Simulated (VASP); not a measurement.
# Be (R-3m) in VASP: notebook

Runs on Be. Level: PBEsol. Tasks: electric field gradients.

Program: VASP 6.6.1. These are calculated values, not measurements. Logs are shortened: lines on timing, memory, paths and dates and some standing lists are left out, and cuts for length are marked.

**1. The cell of the first run**

Symmetry: R-3m, No. 166, trigonal system. Conventional cell: a = 3.580 Å, b = 3.580 Å, c = 2.127 Å, α = 90.00°, β = 90.00°, γ = 120.00°. Within 2.8 Å of Be (site symmetry -3m) lie 14 Be at 2.13 to 2.51 Å.

**2. Electric field gradients, PBEsol (equal xy, yz and zx shear strains of -2 %)**

INCAR

```
PREC = Accurate
ENCUT = 520
EDIFF = 1E-8
ISMEAR = -1
SIGMA = 0.03
LREAL = F
LASPH = T
NELM = 60
ALGO = Normal
ISIF = 2
LWAVE = F
LCHARG = F
GGA = PS
LEFG = T
NBANDS = 7
```

KPOINTS

```
Automatic mesh
0
Gamma
  23 23 23
```

POSCAR

```
Be
1.0
   -1.2781833703      1.2531209513      1.2531209513
    1.2531209513     -1.2781833703      1.2531209513
    1.2531209513      1.2531209513     -1.2781833703
Be
1
Direct
    0.0000000000      0.0000000000      0.0000000000
```

Potentials or basis: VASP PAW PBE potentials, release 64 (Be).

On the command line:

```bash
$ cat potpaw_PBE.64/Be/POTCAR > POTCAR
$ mpirun -np 1 vasp_std > vasp.out
```

OUTCAR:

```text
PREC = Accurate
   ENCUT = 520
   EDIFF = 1E-8
   ISMEAR = -1
   LREAL = F
   LASPH = T
   NELM = 60
   ISIF = 2
   GGA = PS

 ion  position               nearest neighbor table
   1  0.000  0.000  0.000-

  LATTYP: Found a trigonal (rhomboedric) cell.
 ALAT       =     2.1850347744
 COS(alpha) =    -0.3420602552

  Lattice vectors:

 A1 = (  -1.2781833703,   1.2531209513,   1.2531209513)
 A2 = (   1.2531209513,  -1.2781833703,   1.2531209513)
 A3 = (   1.2531209513,   1.2531209513,  -1.2781833703)

Analysis of symmetry for initial positions (statically):
=====================================================================
 Subroutine PRICEL returns:
 Original cell was already a primitive cell.

 Routine SETGRP: Setting up the symmetry group for a
 trigonal (rhombohedral) supercell.

 Subroutine GETGRP returns: Found 12 space group operations
 (whereof 12 operations were pure point group operations)
 out of a pool of 12 trial point group operations.

The static configuration has the point symmetry D_3d.

Analysis of symmetry for dynamics (positions and initial velocities):
=====================================================================
 Subroutine PRICEL returns:
 Original cell was already a primitive cell.

 Routine SETGRP: Setting up the symmetry group for a
 trigonal (rhombohedral) supercell.

 Subroutine GETGRP returns: Found 12 space group operations
 (whereof 12 operations were pure point group operations)
 out of a pool of 12 trial point group operations.

The dynamic configuration has the point symmetry D_3d.

 Subroutine INISYM returns: Found 12 space group operations
 (whereof 12 operations are pure point group operations),
 and found     1 'primitive' translations

----------------------------------------------------------------------------------------

                                     Primitive cell

  volume of cell :       7.8688

  direct lattice vectors                    reciprocal lattice vectors
    -1.278183370  1.253120951  1.253120951     0.008062311  0.403115562  0.403115562
     1.253120951 -1.278183370  1.253120951     0.403115562  0.008062311  0.403115562
     1.253120951  1.253120951 -1.278183370     0.403115562  0.403115562  0.008062311

  length of vectors
     2.185034774  2.185034774  2.185034774     0.570148501  0.570148501  0.570148501

  position of ions in fractional coordinates (direct lattice)
     0.000000000  0.000000000  0.000000000

  ion indices of the primitive-cell ions
   primitive index   ion index
                 1           1

----------------------------------------------------------------------------------------

 KPOINTS: Automatic mesh

Automatic generation of k-mesh.
 Grid dimensions read from file:
 generate k-points for:   23   23   23

 Generating k-lattice:

  Cartesian coordinates                     Fractional coordinates (reciprocal lattice)
     0.000350535  0.017526764  0.017526764     0.043478261 -0.000000000 -0.000000000
     0.017526764  0.000350535  0.017526764    -0.000000000  0.043478261 -0.000000000
     0.017526764  0.017526764  0.000350535    -0.000000000 -0.000000000  0.043478261

  Length of vectors
     0.024789065  0.024789065  0.024789065

  Shift w.r.t. Gamma in fractional coordinates (k-lattice)
     0.000000000  0.000000000  0.000000000

 Subroutine IBZKPT returns following result:
 ===========================================

 Found   1156 irreducible k-points:

 Following reciprocal coordinates:
            Coordinates               Weight
  0.000000  0.000000  0.000000      1.000000
  0.043478 -0.000000 -0.000000      6.000000
  0.086957  0.000000  0.000000      6.000000
  0.130435 -0.000000 -0.000000      6.000000
  0.173913 -0.000000 -0.000000      6.000000
  0.217391  0.000000  0.000000      6.000000
[... 16 lines left out ...]
  0.478261  0.043478  0.000000     12.000000
 -0.478261  0.043478  0.000000     12.000000
 [... further k-points ...]
   k-points           NKPTS =   1156   k-points in BZ     NKDIM =   1156   number of bands    NBANDS=      7
   number of dos      NEDOS =    301   number of ions     NIONS =      1
   total plane-waves  NPLWV =   4096
   dimension x,y,z NGX =    16 NGY =   16 NGZ =   16
   dimension x,y,z NGXF=    32 NGYF=   32 NGZF=   32
   ions per type =               1
   NGX,Y,Z   is equivalent  to a cutoff of  12.17, 12.17, 12.17 a.u.
   NGXF,Y,Z  is equivalent  to a cutoff of  24.35, 24.35, 24.35 a.u.
 SYSTEM =  unknown system
   PREC   = accura    normal or accurate (medium, high low for compatibility)
   ISTART =      0    job   : 0-new  1-cont  2-samecut
   ICHARG =      2    charge: 1-file 2-atom 10-const
   ISPIN  =      1    spin polarized calculation?
   LNONCOLLINEAR =      F non collinear calculations
   LSORBIT =      F    spin-orbit coupling
   LASPH  =      T    aspherical Exc in radial PAW
   ENCUT  =  520.0 eV  38.22 Ry    6.18 a.u.   4.06  4.06  4.06*2*pi/ulx,y,z
   NELM   =     60;   NELMIN=  2; NELMDL= -5     # of ELM steps
   EDIFF  = 0.1E-07   stopping-criterion for ELM
   LREAL  =      F    real-space projection
   EDIFFG = 0.1E-06   stopping-criterion for IOM
   NSW    =      0    number of steps for IOM
   IBRION =     -1    ionic relax: 0-MD 1-quasi-New 2-CG
   NFREE  =      0    steps in history (QN), initial steepest desc. (CG)
   ISIF   =      2    stress and relaxation
   ISYM   =      2    0-nonsym 1-usesym 2-fastsym
   POTIM  = 0.5000    time-step for ionic-motion
   TEBEG  =    0.0;   TEEND  =   0.0 temperature during run
   PSTRESS=    0.0 pullay stress
   NELECT =       2.0000    total number of electrons
   NUPDOWN=      -1.0000    fix difference up-down
   EMIN   =  10.00;   EMAX   =-10.00  energy-range for DOS
   EFERMI =   0.00;   METHOD = LEGACY
   ISMEAR =    -1;   SIGMA  =   0.03  broadening in eV -4-tet -1-fermi 0-gaus
   EFERMI_NEDOS =   21; number of points for ismear=-14 and -15
   IALGO  =     38    algorithm
   IMIX   =      4    mixing-type and parameters
     AMIX     =   0.40;   BMIX     =  1.00
     AMIX_MAG =   1.60;   BMIX_MAG =  1.00
  volume/ion in A,a.u.               =       7.87        53.10
  Fermi-wavevector in a.u.,A,eV,Ry     =   1.037008  1.959662 14.631518  1.075386
  Thomas-Fermi vector in A             =   2.171426
   LORBIT       =      0    0 simple, 1 ext, 2 COOP (PROOUT), +10 PAW based schemes
   GGA     = PS    functional components
   LHFCALC =     F    Hartree Fock is set to
   AEXX    =    0.0000 exact exchange contribution
   IVDW    =     0    specifies the selected vdW correction
   LEPSILON=     F    determine dielectric tensor
   LRPA    =     F    only Hartree local field effects (RPA)
 non-spin polarized calculation
  energy-cutoff  :      520.00
  volume of cell :        7.87
 maximum number of plane-waves:       232
   NGX =  9   NGY =  9   NGZ =  9

 number of electron       2.0000000 magnetization

 Free energy of the ion-electron system (eV)
  ---------------------------------------------------
  ext. energy  EPLUGINS =         0.00000000
  ---------------------------------------------------
  free energy    TOTEN  =        -3.89251215 eV

  energy without entropy =       -3.89196318  energy(sigma->0) =       -3.89223766

 E-fermi :   7.9319     XC(G=0): -10.6289

 val. band max:        7.9189732601   @ k =   0.3478   0.3478   0.2174
 cond. band min:       7.9462857155   @ k =   0.4783   0.4348   0.3913
 fundamental gap:      0.0273124554
 Fermi energy:         7.9318744309

 k-point     1 :       0.0000    0.0000    0.0000
  band No.  band energies     occupation
      1      -4.3149      2.00000
      2      26.9320      0.00000
      3      26.9320      0.00000
      4      27.8728      0.00000
      5      38.3599      0.00000
      6      38.4473      0.00000
      7      38.4473      0.00000

 k-point     2 :       0.0435   -0.0000   -0.0000
  band No.  band energies     occupation
      1      -4.2475      2.00000
      2      26.6878      0.00000
      3      26.8636      0.00000
      4      27.5216      0.00000
      5      37.6051      0.00000
      6      38.0168      0.00000
      7      38.8322      0.00000
[... 201 lines left out ...]
 k-point    23 :       0.4783    0.0435    0.0000
  band No.  band energies     occupation
      1       2.8911      2.00000
      2       8.5766      0.00000
      3      19.7021      0.00000
      4      22.6480      0.00000
      5      28.9318      0.00000
      6      33.9714      0.00000
      7      43.6935      0.00000

 k-point    24 :      -0.4783    0.0435    0.0000
  band No.  band energies     occupation
      1       2.4704      2.00000
      2       9.1595      0.00000
      3      19.7736      0.00000
      4      22.6714      0.00000
      5      29.0656      0.00000
      6      33.9229      0.00000
      7      43.2105      0.00000

 [... further k-points ...]

------------------------ aborting loop because EDIFF is reached ----------------------------------------

  FORCE on cell =-STRESS in cart. coord.  units (eV):
  Direction    XX          YY          ZZ          XY          YZ          ZX
  --------------------------------------------------------------------------------------
  -------------------------------------------------------------------------------------
  Total       -0.0690846     -0.0690846     -0.0690846      0.2108782      0.2108782      0.2108782
  in kB      -14.0664430    -14.0664430    -14.0664430     42.9372660     42.9372660     42.9372660
  external PRESSURE =     -14.0664430 kB  Pullay stress =       0.0000000 kB

 VOLUME and BASIS-vectors are now :
 -----------------------------------------------------------------------------
  energy-cutoff  :      520.00
  volume of cell :        7.87
      direct lattice vectors                 reciprocal lattice vectors
    -1.278183370  1.253120951  1.253120951     0.008062311  0.403115562  0.403115562
     1.253120951 -1.278183370  1.253120951     0.403115562  0.008062311  0.403115562
     1.253120951  1.253120951 -1.278183370     0.403115562  0.403115562  0.008062311

 POSITION                                       TOTAL-FORCE (eV/Angst)
 -----------------------------------------------------------------------------------
      0.00000      0.00000      0.00000         0.000000      0.000000      0.000000
 -----------------------------------------------------------------------------------
    total drift:                               -0.000000      0.000000      0.000000

  FREE ENERGIE OF THE ION-ELECTRON SYSTEM (eV)
  ---------------------------------------------------
  free  energy   TOTEN  =        -3.8925121505 eV

  energy  without entropy=       -3.8919631758  energy(sigma->0) =       -3.89223766

 Electric field gradients (V/A^2)
---------------------------------------------------------------------
 ion       V_xx      V_yy      V_zz      V_xy      V_xz      V_yz
---------------------------------------------------------------------
   1      -0.000    -0.000    -0.000    -0.278    -0.278    -0.278
---------------------------------------------------------------------

 Electric field gradients after diagonalization (V/A^2)
 (convention: |V_zz| > |V_xx| > |V_yy|)
----------------------------------------------------------------------
 ion       V_xx      V_yy      V_zz     asymmetry (V_yy - V_xx)/ V_zz
----------------------------------------------------------------------
   1       0.278     0.278    -0.555       0.000
----------------------------------------------------------------------

           NMR quadrupolar parameters

 Cq : quadrupolar parameter    Cq=e*Q*V_zz/h
 eta: asymmetry parameters     (V_yy - V_xx)/ V_zz
 Q  : nuclear electric quadrupole moment in mb (millibarn)
----------------------------------------------------------------------
 ion       Cq(MHz)       eta       Q (mb)
----------------------------------------------------------------------
   1      -0.001       0.000       1.000
----------------------------------------------------------------------
```

Run time: 28 s. Hardware: 1 thread of Intel Xeon Platinum 8488C (Sapphire Rapids), shared host; peak memory 0.16 GiB.

Results:

```
Free energy                             : -3.8925 eV
Pressure                                : -1.4 GPa
Band gap on the k mesh                  : zero (bands 1 and 2 overlap by 5.06 eV)
Largest electric field gradient by atom : Be -0.6 V/Å²
```

Stress tensor (GPa, compression positive):
```
-1.41  4.29  4.29
 4.29 -1.41  4.29
 4.29  4.29 -1.41
```

Electric field gradients, principal values (V/Å²):
| atom | least | middle | greatest (by size) |
| --- | --- | --- | --- |
| 1 Be | 0.278 | 0.278 | -0.555 |

Caveat: the cell differs from its parent crystal (equal xy, yz and zx shear strains of -2 %); without QUAD_EFG the Cq values of the log hold for a quadrupole moment of 1 mb, not for the nuclei; the PAW data sets were made with another functional, which shifts forces and pressure a little.

**3. Electric field gradients, PBEsol (equal xy, yz and zx shear strains of +1 %)**

INCAR

```
SYSTEM = Be
PREC = Accurate
ENCUT = 520
EDIFF = 1E-8
ISMEAR = -1
SIGMA = 0.03
LREAL = .False.
LASPH = .True.
NELM = 60
ALGO = Normal
ISIF = 2
LWAVE = .False.
LCHARG = .False.
GGA = PS
LEFG = .True.
NBANDS = 7
```

KPOINTS

```
Automatic mesh
0
Gamma
  23 23 23
  0 0 0
```

POSCAR

```
Be
1.0
   -1.2405897418      1.2531209513      1.2531209513
    1.2531209513     -1.2405897418      1.2531209513
    1.2531209513      1.2531209513     -1.2405897418
Be
1
Direct
    0.0000000000      0.0000000000      0.0000000000
```

Potentials or basis: VASP PAW PBE potentials, release 64 (Be).

On the command line:

```bash
$ cat potpaw_PBE.64/Be/POTCAR > POTCAR
$ mpirun -np 1 vasp_std > vasp.out
```

OUTCAR:

```text
SYSTEM = Be
   PREC = Accurate
   ENCUT = 520
   EDIFF = 1E-8
   ISMEAR = -1
   LREAL = .False.
   LASPH = .True.
   NELM = 60
   ISIF = 2
   GGA = PS

 ion  position               nearest neighbor table
   1  0.000  0.000  0.000-

  LATTYP: Found a trigonal (rhomboedric) cell.
 ALAT       =     2.1632584553
 COS(alpha) =    -0.3288480252

  Lattice vectors:

 A1 = (  -1.2405897418,   1.2531209513,   1.2531209513)
 A2 = (   1.2531209513,  -1.2405897418,   1.2531209513)
 A3 = (   1.2531209513,   1.2531209513,  -1.2405897418)

Analysis of symmetry for initial positions (statically):
=====================================================================
 Subroutine PRICEL returns:
 Original cell was already a primitive cell.

 Routine SETGRP: Setting up the symmetry group for a
 trigonal (rhombohedral) supercell.

 Subroutine GETGRP returns: Found 12 space group operations
 (whereof 12 operations were pure point group operations)
 out of a pool of 12 trial point group operations.

The static configuration has the point symmetry D_3d.

Analysis of symmetry for dynamics (positions and initial velocities):
=====================================================================
 Subroutine PRICEL returns:
 Original cell was already a primitive cell.

 Routine SETGRP: Setting up the symmetry group for a
 trigonal (rhombohedral) supercell.

 Subroutine GETGRP returns: Found 12 space group operations
 (whereof 12 operations were pure point group operations)
 out of a pool of 12 trial point group operations.

The dynamic configuration has the point symmetry D_3d.

[... 150 lines left out ...]
 k-point     1 :       0.0000    0.0000    0.0000
  band No.  band energies     occupation
      1      -4.3158      2.00000
      2      26.9767      0.00000
      3      27.3946      0.00000
      4      27.3946      0.00000
      5      38.4815      0.00000
      6      38.4815      0.00000
      7      38.7444      0.00000
[... 221 lines left out ...]
 k-point    24 :      -0.4783    0.0435    0.0000
  band No.  band energies     occupation
      1       2.2847      2.00000
      2       8.7299      0.00000
      3      20.1465      0.00000
      4      22.9441      0.00000
      5      29.2372      0.00000
      6      34.3048      0.00000
      7      44.0167      0.00000

 [... further k-points ...]

------------------------ aborting loop because EDIFF is reached ----------------------------------------

  FORCE on cell =-STRESS in cart. coord.  units (eV):
  Direction    XX          YY          ZZ          XY          YZ          ZX
  --------------------------------------------------------------------------------------
  -------------------------------------------------------------------------------------
  Total       -0.0768441     -0.0768441     -0.0768441     -0.0968936     -0.0968936     -0.0968936
  in kB      -15.6428094    -15.6428094    -15.6428094    -19.7241908    -19.7241908    -19.7241908
  external PRESSURE =     -15.6428094 kB  Pullay stress =       0.0000000 kB

 VOLUME and BASIS-vectors are now :
 -----------------------------------------------------------------------------
  energy-cutoff  :      520.00
  volume of cell :        7.87
      direct lattice vectors                 reciprocal lattice vectors
    -1.240589742  1.253120951  1.253120951    -0.003970384  0.397038443  0.397038443
     1.253120951 -1.240589742  1.253120951     0.397038443 -0.003970384  0.397038443
     1.253120951  1.253120951 -1.240589742     0.397038443  0.397038443 -0.003970384

 POSITION                                       TOTAL-FORCE (eV/Angst)
 -----------------------------------------------------------------------------------
      0.00000      0.00000      0.00000        -0.000000      0.000000     -0.000000
 -----------------------------------------------------------------------------------
    total drift:                                0.000000     -0.000000     -0.000000

  FREE ENERGIE OF THE ION-ELECTRON SYSTEM (eV)
  ---------------------------------------------------
  free  energy   TOTEN  =        -3.8972374826 eV

  energy  without entropy=       -3.8966576121  energy(sigma->0) =       -3.89694755

 Electric field gradients (V/A^2)
---------------------------------------------------------------------
 ion       V_xx      V_yy      V_zz      V_xy      V_xz      V_yz
---------------------------------------------------------------------
   1      -0.000    -0.000    -0.000     0.122     0.122     0.122
---------------------------------------------------------------------

 Electric field gradients after diagonalization (V/A^2)
 (convention: |V_zz| > |V_xx| > |V_yy|)
----------------------------------------------------------------------
 ion       V_xx      V_yy      V_zz     asymmetry (V_yy - V_xx)/ V_zz
----------------------------------------------------------------------
   1      -0.122    -0.122     0.244       0.000
----------------------------------------------------------------------

           NMR quadrupolar parameters

 Cq : quadrupolar parameter    Cq=e*Q*V_zz/h
 eta: asymmetry parameters     (V_yy - V_xx)/ V_zz
 Q  : nuclear electric quadrupole moment in mb (millibarn)
----------------------------------------------------------------------
 ion       Cq(MHz)       eta       Q (mb)
----------------------------------------------------------------------
   1       0.001       0.000       1.000
----------------------------------------------------------------------
```

OSZICAR:

```text
N       E                     dE             d eps       ncg     rms          rms(c)
DAV:   1    -0.261553634676E+01   -0.26155E+01   -0.11557E+03 17500   0.236E+02
DAV:   2    -0.390861673094E+01   -0.12931E+01   -0.12429E+01 22463   0.259E+01
DAV:   3    -0.391063221273E+01   -0.20155E-02   -0.20151E-02 18473   0.907E-01
DAV:   4    -0.391063257482E+01   -0.36210E-06   -0.36211E-06 24423   0.121E-02
DAV:   5    -0.391063257536E+01   -0.53695E-09   -0.47226E-10 18571   0.537E-05    0.807E-01
DAV:   6    -0.390105871065E+01    0.95739E-02   -0.66334E-04 17360   0.282E-01    0.492E-01
DAV:   7    -0.389724517698E+01    0.38135E-02   -0.71541E-04 17241   0.288E-01    0.161E-02
DAV:   8    -0.389723696040E+01    0.82166E-05   -0.17209E-06 19369   0.124E-02    0.332E-03
DAV:   9    -0.389723750991E+01   -0.54952E-06   -0.16487E-07 19824   0.233E-03    0.118E-04
DAV:  10    -0.389723749465E+01    0.15264E-07   -0.20242E-10 16926   0.140E-04    0.495E-05
DAV:  11    -0.389723748239E+01    0.12260E-07   -0.73403E-11 10248   0.918E-05    0.246E-06
DAV:  12    -0.389723748258E+01   -0.19182E-09   -0.11084E-12  8624   0.864E-06
   1 F= -.38972375E+01 E0= -.38969475E+01  d E =-.579870E-03
```

Run time: 25 s. Hardware: 1 thread of Intel Xeon Platinum 8488C (Sapphire Rapids), shared host; peak memory 0.16 GiB.

Results:

```yaml
Free_energy: -3.8972 eV
Pressure: -1.6 GPa
Band_gap_on_the_k_mesh: zero (bands 1 and 2 overlap by 4.84 eV)
Largest_electric_field_gradient_by_atom: Be +0.24 V/Å²
```

Caveat: the cell differs from its parent crystal (equal xy, yz and zx shear strains of +1 %); without QUAD_EFG the Cq values of the log hold for a quadrupole moment of 1 mb, not for the nuclei; the PAW data sets were made with another functional, which shifts forces and pressure a little.

The gap in the log of VASP goes by the Fermi energy; the results here count the filled bands.